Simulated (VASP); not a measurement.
The system is Cu.

```xyz
1
Lattice="0.0000 1.8075 1.8075 1.8075 0.0000 1.8075 1.8075 1.8075 0.0000" Properties=species:S:1:pos:R:3 pbc="T T T"
Cu    0.0000    0.0000    0.0000
```

* Program: VASP 6.6.1
* Task: relaxation of cell and atoms
* Functional: r2SCAN
* Potentials or basis: VASP PAW PBE potentials, release 64 (Cu)
* Cutoff: 600 eV
* k mesh: 21 × 21 × 21
* Occupations: fermi-dirac, width 0.05 eV
* Spin: no spin polarisation

At the start: pressure -4.3 GPa; volume 11.81 Å³/atom.

Problem. Where does the relaxation end?

Solution. Over 3 steps the energy falls by 4.4 meV/atom and the volume is 11.48 Å³/atom (-2.8 %); space group Fm-3m (No. 225, to 0.1 Å) before and after.

The path:
| step | energy change (eV) | largest force (eV/Å) | pressure (GPa) | volume (Å³) |
| --- | --- | --- | --- | --- |
| 1 | 0.0000 | 0.0000 | -4.30 | 11.81 |
| 2 | -0.0026 | 0.0000 | 2.89 | 11.28 |
| 3 | -0.0044 | 0.0000 | -0.03 | 11.48 |

Final structure:
```cif
data_structure
_symmetry_space_group_name_H-M 'P 1'
_symmetry_Int_Tables_number 1
_cell_length_a 2.5324
_cell_length_b 2.5324
_cell_length_c 2.5324
_cell_angle_alpha 60.000
_cell_angle_beta 60.000
_cell_angle_gamma 60.000
_cell_volume 11.48
loop_
_atom_site_label
_atom_site_type_symbol
_atom_site_fract_x
_atom_site_fract_y
_atom_site_fract_z
_atom_site_occupancy
Cu1 Cu 0.00000 0.00000 0.00000 1
```

Caveat: the PAW data sets were made with another functional, which shifts forces and pressure a little.
